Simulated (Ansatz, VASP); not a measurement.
## Two plane-wave programs on MoS2

The input INCAR:

```
ALGO = Normal ; DIPOL = 0.5 0.5 0.500
EDIFF = 1E-6 ; ENCUT = 520
GGA = PE ; IDIPOL = 3
ISIF = 2 ; ISMEAR = 0
IVDW = 12 ; LASPH = T
LCHARG = T ; LDIPOL = T
LELF = T ; LREAL = F
LVACPOTAV = T ; LVHAR = T
LWAVE = F ; NBANDS = 20
NELM = 100 ; PREC = Accurate
SIGMA = 0.05
```

The input KPOINTS:

```
k-points
0
Gamma
  30 30 1
```

POSCAR

```
MoS2
1.0
    3.1539428163      0.0000000000      0.0000000000
   -1.5769714082      2.7313946010      0.0000000000
    0.0000000000      0.0000000000     23.1348545341
S Mo
2 1
Direct
    0.3333333333      0.6666666667      0.4322482333
    0.3333333333      0.6666666667      0.5677517667
    0.6666666667      0.3333333333      0.4999999986
```

Input for Ansatz:

```yaml
crystal:
  lattice:
    - [3.1539428163, 0.0, 0.0]
    - [-1.5769714082, 2.731394601, 0.0]
    - [0.0, 0.0, 23.1348545341]
  atoms:
    - { symbol: S, position: [0.3333333333, 0.6666666667, 0.4322482333] }
    - { symbol: Mo, position: [0.6666666667, 0.3333333333, 0.4999999986] }
    - { symbol: S, position: [0.3333333333, 0.6666666667, 0.5677517667] }
basis:
  ecutwfc: 420.0
  fft_grid_basis: typed
kpoints:
  mp_grid: { grid: [30, 30, 1] }
hamiltonian:
  xc: pbe
  dispersion: d3bj
scf:
  occupations: { method: gaussian, width: 0.05 }
output:
  forces: true
  eigenvalues: true
  band_densities:
    - { e_range: [-2.9, -2.1] }
    - { e_range: [-2.1, -1.5] }
    - { e_range: [-1.5, -1.15] }
    - { e_range: [-1.15, 0.0] }
    - { e_range: [0.0, 1.15] }
    - { e_range: [1.15, 1.5] }
    - { e_range: [1.5, 2.1] }
    - { e_range: [2.1, 2.7] }
  band_residual_tolerance: 1.0e-05
  write_potential: true
  elf: true
  write_density: true
  volumetric_format: npy
efield:
  axis: 3
  dipole_correction: true
  ramp_width: 0.04
checkpoint:
  read: start.run
  write: ck
  compress: false
  write_wavefunctions: false
  write_every: 100000
```

Alike in both runs: task single point; functional PBE; dispersion D3(BJ); k mesh 30 × 30 × 1; occupations gaussian, width 0.05 eV; no spin polarisation.

|  | VASP | Ansatz |
| --- | --- | --- |
| version | VASP 6.6.1 | Ansatz 0.2.0 |
| potentials or method | VASP PAW PBE potentials, release 64 (S, Mo_sv), cutoff 520 eV | scalar-relativistic, plane waves, PAW |
| valence electrons in the cell | 26 | 26 |

|  | VASP | Ansatz | Ansatz less VASP |
| --- | --- | --- | --- |
| gap on the k mesh at the Fermi level (eV) | 1.78 | 1.78 | -0.004 |
| rms of the force components (eV/Å) | 0.005 | 0.000 | -0.0050 |
